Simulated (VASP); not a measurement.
# Cd (P6_3/mmc) in VASP: a series of runs, part 2 of 2

VASP 6.6.1. The steps go on from the part before.

## Step 3: Single point, PBE

This run uses another cell than the first one: it holds 2 atoms, not 4.

INCAR

```
SYSTEM = Cd
PREC     = Accurate       ! precision mode
ENCUT    = 520            ! plane-wave cutoff, eV
EDIFF    = 1E-7           ! SCF threshold, eV
ISMEAR   = 0              ! smearing method
SIGMA    = 0.1            ! smearing width, eV
LREAL    = .False.        ! projectors in reciprocal space
LASPH    = .True.         ! aspherical terms in the spheres
NELM     = 80             ! most SCF steps
ALGO     = Fast           ! electronic algorithm
ISIF     = 2              ! what is computed and relaxed
LWAVE    = .False.        ! write WAVECAR
LCHARG   = .False.        ! write CHGCAR
GGA      = PE             ! functional
NBANDS   = 19             ! bands
```

KPOINTS

```
Automatic mesh
0
Gamma
  21 21 10
  0 0 0
```

POSCAR

```
Cd
1.0
    3.0159617691      0.0000000000      0.0000000000
   -1.5079808845      2.6118995089      0.0000000000
    0.0000000000      0.0000000000      5.8187938402
Cd
2
Direct
    0.3333333333      0.6666666667      0.2500000000
    0.6666666667      0.3333333333      0.7500000000
```

Potentials or basis: VASP PAW PBE potentials, release 64 (Cd).

Started as:

```sh
$ cat potpaw_PBE.64/Cd/POTCAR > POTCAR
$ mpirun -np 1 vasp_std > vasp.out
```

OUTCAR:

```text
SYSTEM = Cd
   PREC = Accurate
   ENCUT = 520
   EDIFF = 1E-7
   ISMEAR = 0
   LREAL = .False.
   LASPH = .True.
   NELM = 80
   ISIF = 2
   GGA = PE

 ion  position               nearest neighbor table
   1  0.333  0.667  0.250-   2 3.39   2 3.39   2 3.39   2 3.39   2 3.39   2 3.39
   2  0.667  0.333  0.750-   1 3.39   1 3.39   1 3.39   1 3.39   1 3.39   1 3.39

  LATTYP: Found a hexagonal cell.
 ALAT       =     3.0159617691
 C/A-ratio  =     1.9293327587

  Lattice vectors:

 A1 = (   3.0159617691,   0.0000000000,   0.0000000000)
 A2 = (  -1.5079808845,   2.6118995089,   0.0000000000)
 A3 = (   0.0000000000,   0.0000000000,   5.8187938402)

Analysis of symmetry for initial positions (statically):
=====================================================================
 Subroutine PRICEL returns:
 Original cell was already a primitive cell.

 Routine SETGRP: Setting up the symmetry group for a
 hexagonal supercell.

 Subroutine GETGRP returns: Found 24 space group operations
 (whereof 12 operations were pure point group operations)
 out of a pool of 24 trial point group operations.

The static configuration has the point symmetry D_3d.
 The point group associated with its full space group is D_6h.

Analysis of symmetry for dynamics (positions and initial velocities):
=====================================================================
 Subroutine PRICEL returns:
 Original cell was already a primitive cell.

 Routine SETGRP: Setting up the symmetry group for a
 hexagonal supercell.

 Subroutine GETGRP returns: Found 24 space group operations
 (whereof 12 operations were pure point group operations)
 out of a pool of 24 trial point group operations.

The dynamic configuration has the point symmetry D_3d.
 The point group associated with its full space group is D_6h.

 Subroutine INISYM returns: Found 24 space group operations
 (whereof 12 operations are pure point group operations),
 and found     1 'primitive' translations

[... 107 lines left out ...]
   EMIN   =  10.00;   EMAX   =-10.00  energy-range for DOS
   EFERMI =   0.00;   METHOD = LEGACY
   ISMEAR =     0;   SIGMA  =   0.10  broadening in eV -4-tet -1-fermi 0-gaus
   EFERMI_NEDOS =   21; number of points for ismear=-14 and -15
   IALGO  =     68    algorithm
   IMIX   =      4    mixing-type and parameters
     AMIX     =   0.40;   BMIX     =  1.00
     AMIX_MAG =   1.60;   BMIX_MAG =  1.00
  volume/ion in A,a.u.               =      22.92       154.66
  Fermi-wavevector in a.u.,A,eV,Ry     =   1.319492  2.493479 23.688554  1.741060
  Thomas-Fermi vector in A             =   2.449386
   LORBIT       =      0    0 simple, 1 ext, 2 COOP (PROOUT), +10 PAW based schemes
   GGA     = PE    functional components
   LHFCALC =     F    Hartree Fock is set to
   AEXX    =    0.0000 exact exchange contribution
   IVDW    =     0    specifies the selected vdW correction
   LEPSILON=     F    determine dielectric tensor
   LRPA    =     F    only Hartree local field effects (RPA)
 non-spin polarized calculation
 RMM-DIIS sequential band-by-band and
 Gauss-broadening in eV      SIGMA  =   0.10
  energy-cutoff  :      520.00
  volume of cell :       45.84
 maximum number of plane-waves:      1270
 NGX is ok and might be reduce to    24

 number of electron      23.9999992 magnetization

 Free energy of the ion-electron system (eV)
  ---------------------------------------------------
  ext. energy  EPLUGINS =         0.00000000
  ---------------------------------------------------
  free energy    TOTEN  =        -1.49549671 eV

  energy without entropy =       -1.49306620  energy(sigma->0) =       -1.49428145

 E-fermi :   2.5534     XC(G=0): -10.7131

 val. band max:        2.5403037099   @ k =   0.3333   0.1429   0.1000
 cond. band min:       2.6028103458   @ k =   0.4762   0.0476   0.5000
 fundamental gap:      0.0625066359
 Fermi energy:         2.5533640935

 k-point     1 :       0.0000    0.0000    0.0000
  band No.  band energies     occupation
      1      -7.1284      2.00000
      2      -6.9267      2.00000
      3      -6.5765      2.00000
      4      -6.5765      2.00000
      5      -6.5373      2.00000
      6      -6.5373      2.00000
[... 505 lines left out ...]
      6      -6.3415      2.00000
[... 11 lines left out ...]
     18      14.8474      0.00000
     19      15.3161      0.00000

 [... further k-points ...]
[... 5 lines left out ...]
  --------------------------------------------------------------------------------------
  -------------------------------------------------------------------------------------
  Total        0.1025997      0.1025997      0.0498505      0.0000000      0.0000000     -0.0000000
  in kB        3.5862576      3.5862576      1.7424678      0.0000000      0.0000000     -0.0000000
  external PRESSURE =       2.9716610 kB  Pullay stress =       0.0000000 kB

 VOLUME and BASIS-vectors are now :
 -----------------------------------------------------------------------------
  energy-cutoff  :      520.00
  volume of cell :       45.84
      direct lattice vectors                 reciprocal lattice vectors
     3.015961769  0.000000000  0.000000000     0.331569190  0.191431561  0.000000000
    -1.507980885  2.611899509  0.000000000     0.000000000  0.382863122  0.000000000
     0.000000000  0.000000000  5.818793840     0.000000000  0.000000000  0.171856922

 POSITION                                       TOTAL-FORCE (eV/Angst)
 -----------------------------------------------------------------------------------
     -0.00000      1.74127      1.45470         0.000000     -0.000000      0.000000
      1.50798      0.87063      4.36410        -0.000000      0.000000      0.000000
 -----------------------------------------------------------------------------------
    total drift:                               -0.000000      0.000000     -0.000000

  FREE ENERGIE OF THE ION-ELECTRON SYSTEM (eV)
  ---------------------------------------------------
  free  energy   TOTEN  =        -1.4954967056 eV

  energy  without entropy=       -1.4930661962  energy(sigma->0) =       -1.49428145
```

stdout:

```text
POSCAR found type information on POSCAR Cd
 POSCAR found :  1 types and       2 ions
 scaLAPACK will be used
 LDA part: xc-table for (Slater+PW92), standard interpolation
 POSCAR, INCAR and KPOINTS ok, starting setup
 FFT: planning ... GRIDC
 FFT: planning ... GRID_SOFT
 FFT: planning ... GRID
 WAVECAR not read
 entering main loop
```

Run time: 5.2 min. Hardware: 1 thread of Oxide Virtual Turin-like, shared host; peak memory 0.28 GiB.

What came out:

| Property | Result |
| --- | --- |
| Free energy | -1.4955 eV |
| Pressure | 0.3 GPa |
| Band gap on the k mesh | zero (bands 12 and 13 overlap by 4.23 eV) |

Stress tensor (GPa, compression positive):
```
0.36 0.00 0.00
0.00 0.36 0.00
0.00 0.00 0.17
```

Levels at points of the mesh, in eV from the Fermi level:
```csv
k point,band 10,band 11,band 12,band 13,band 14,band 15
"(0.00, 0.00, 0.00)",-8.44,-8.44,-3.29,-2.83,9.64,13.77
"(0.00, 0.00, 0.50)",-8.52,-7.08,-7.08,3.22,3.22,14.72
```

The gap in the log of VASP goes by the Fermi energy; the results here count the filled bands.